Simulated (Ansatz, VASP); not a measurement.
Cl: VASP beside Ansatz

```
Cl
1.0
     0.00000    7.76019    0.00000
     6.88199   -3.88010    0.00000
     0.00000    0.00000   -8.01102
Cl
15
Direct
  0.36935 0.50000 0.99564
  0.93812 0.99917 0.88832
  0.43895 0.00083 0.88832
  0.76297 0.50000 0.52179
  0.12078 0.50000 0.70745
  0.67755 0.97951 0.61181
  0.19804 0.02049 0.61181
  0.63065 0.50000 0.00436
  0.00000 0.50000 0.00000
  0.56105 0.99917 0.11168
  0.06188 0.00083 0.11168
  0.87922 0.50000 0.29255
  0.23703 0.50000 0.47821
  0.80196 0.97951 0.38819
  0.32245 0.02049 0.38819
```

Change from the starting cell: atom 9 (Cl) set half-way to the vacancy, atoms relaxed in the symmetry of that start.

Alike in both runs: functional PBEsol; k mesh 4 × 4 × 4; occupations gaussian, width 0.05 eV; no spin polarisation.

Ansatz relaxed the structure, and its values are those at the end. VASP's run is a single point on that final structure, the one shown.

|  | VASP | Ansatz |
| --- | --- | --- |
| version | VASP 6.6.1 | Ansatz 0.2.0 |
| potentials or method | VASP PAW PBE potentials, release 64 (Cl), cutoff 520 eV | scalar-relativistic, plane waves, PAW |
| valence electrons in the cell | 105 | 105 |

```tsv
	VASP	Ansatz	Ansatz less VASP
gap on the k mesh at the Fermi level (eV)	none	none	-
pressure (GPa)	-0.1	0.1	+0.23
rms of the force components (eV/Å)	0.076	0.004	-0.0724
```

VASP's potentials were made for PBE, not for PBEsol. A gap of «none» marks a metal or a gap that the smearing closes. Ansatz's warnings: stress scf threshold loose.
